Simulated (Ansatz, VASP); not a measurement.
# Two plane-wave programs on CdH2

```
Cd H
1.0
     0.00000    2.52717    2.52717
     2.52717    0.00000    2.52717
     2.52717    2.52717    0.00000
Cd H
1 2
Direct
  0.00000 0.00000 0.00000
  0.25000 0.25000 0.25000
  0.75000 0.75000 0.75000
```

Alike in both runs: task single point; functional PBEsol; k mesh 6 × 6 × 6; occupations gaussian, width 0.5 eV; no spin polarisation.

|  | VASP | Ansatz |
| --- | --- | --- |
| version | VASP 6.6.1 | Ansatz 0.2.0 |
| potentials or method | VASP PAW PBE potentials, release 64 (Cd, H) | plane waves |
| plane-wave cutoff (eV) | 520 | 420 |
| valence electrons in the cell | 14 | 22 |

VASP gave:

| Quantity | Value |
| --- | --- |
| pressure (GPa) | -1.3 |

**Question.** Which values does Ansatz return?

**Answer.** Pressure (GPa): -1.6.

VASP's potentials were made for PBE, not for PBEsol. The functional is the same, so the differences come from potentials, cutoffs and numerics. VASP's potentials hold 14 valence electrons a cell and Ansatz's 22, so a difference there can come from the potentials and not from the codes.
